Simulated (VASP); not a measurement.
P:

```
P
1.0
     1.61411   -5.35348    0.00000
     1.61411    5.35348    0.00000
     0.00000    0.00000    4.45088
P
4
Direct
  0.90414 0.09586 0.58882
  0.09586 0.90414 0.41118
  0.59586 0.40414 0.08882
  0.40414 0.59586 0.91118
```

Base run:

```yaml
Program: VASP 6.6.1
Functional: BLYP
Potentials_or_basis: VASP PAW PBE potentials, release 64 (P)
Cutoff: 500 eV
k_mesh: 8 × 8 × 6
Occupations: fermi-dirac, width 0.05 eV
Spin: no spin polarisation
```

Its results: band gap on the k mesh 0.11 eV; pressure 12.1 GPa; largest force 0.983 eV/Å.

Task: After a change of settings the same cell gave: band gap on the k mesh 0.08 eV; pressure 3.2 GPa; largest force 0.771 eV/Å. Which change was it?
A. functional from BLYP to pbe exchange, lda correlation; occupations from fermi-dirac, width 0.05 eV to fermi-dirac, width 0.15 eV
B. functional from BLYP to SVWN5
C. functional from BLYP to PBE; dispersion from none to D4

Result: B.

SVWN5 binds more tightly than BLYP, so the same cell stands under less pressure.

Caveats: the cell stands under pressure; the PAW data sets were made with another functional, which shifts forces and pressure a little.
